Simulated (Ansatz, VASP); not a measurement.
**Two plane-wave programs on InSb**

```
CELL_PARAMETERS angstrom
0.00000 3.23910 3.23910
3.23910 0.00000 3.23910
3.23910 3.23910 0.00000
ATOMIC_POSITIONS crystal
In 0.00000 0.00000 0.00000
Sb 0.25000 0.25000 0.25000
```

Alike in both runs: task single point; functional PBEsol; k mesh 8 × 8 × 8; occupations gaussian, width 0.1 eV; no spin polarisation.

|  | VASP | Ansatz |
| --- | --- | --- |
| version | VASP 6.6.1 | Ansatz 0.2.0 |
| potentials or method | VASP PAW PBE potentials, release 64 (In_d, Sb), cutoff 520 eV | plane-wave PAW, scalar-relativistic |
| valence electrons in the cell | 18 | 28 |

|  | VASP | Ansatz | Ansatz less VASP |
| --- | --- | --- | --- |
| pressure (GPa) | 0.9 | 0.9 | -0.01 |

VASP's potentials were made for PBE, not for PBEsol, and Ansatz warns of the same on its side. VASP's potentials hold 18 valence electrons a cell and Ansatz's 28, so a difference there can come from the potentials and not from the codes.

Spin-orbit coupling is off throughout.
